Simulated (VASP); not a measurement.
A run of VASP 6.6.1 is set up as follows.

Contents of INCAR:

```
PREC     = Accurate       # precision mode
ENCUT    = 600            # plane-wave cutoff, eV
EDIFF    = 1E-7           # SCF threshold, eV
ISMEAR   = -1             # smearing method
SIGMA    = 0.05           # smearing width, eV
LREAL    = F              # projectors in reciprocal space
LASPH    = T              # aspherical terms in the spheres
NELM     = 100            # most SCF steps
ALGO     = Normal         # electronic algorithm
ISIF     = 3              # what is computed and relaxed
LWAVE    = F              # write WAVECAR
LCHARG   = F              # write CHGCAR
GGA      = CA             # functional
IBRION   = 2              # ionic algorithm
NSW      = 100            # ionic steps
EDIFFG   = -0.003         # ionic threshold
```

The input KPOINTS:

```
Automatic mesh
0
Gamma
  21 21 12
```

File POSCAR:

```
Re
1.0
    2.7608000000      0.0000000000      0.0000000000
   -1.3804000000      2.3909229348      0.0000000000
    0.0000000000      0.0000000000      4.4582000000
Re
2
Direct
    0.3333333333      0.6666666667      0.2500000000
    0.6666666667      0.3333333333      0.7500000000
```

Potentials or basis: VASP PAW LDA potentials, release 64 (Re).

The run is started by

```console
$ cat potpaw_LDA.64/Re/POTCAR > POTCAR
$ mpirun -np 1 vasp_std > vasp.out
```

Problem. Estimate the relaxed volume.

Solution. 14.39 Å³/atom.

Problem. Estimate the band gap on the k mesh.

Solution. Zero (bands 7 and 8 overlap by 3.53 eV).

Final structure:
```
Re
1.0
     2.74186    0.00000    0.00000
    -1.37093    2.37452    0.00000
     0.00000    0.00000    4.42013
Re
2
Direct
  0.33333 0.66667 0.25000
  0.66667 0.33333 0.75000
```

Caveat: spin-orbit coupling is left out, which moves the levels of the heavy elements. LDA usually gives volumes a few per cent too small.
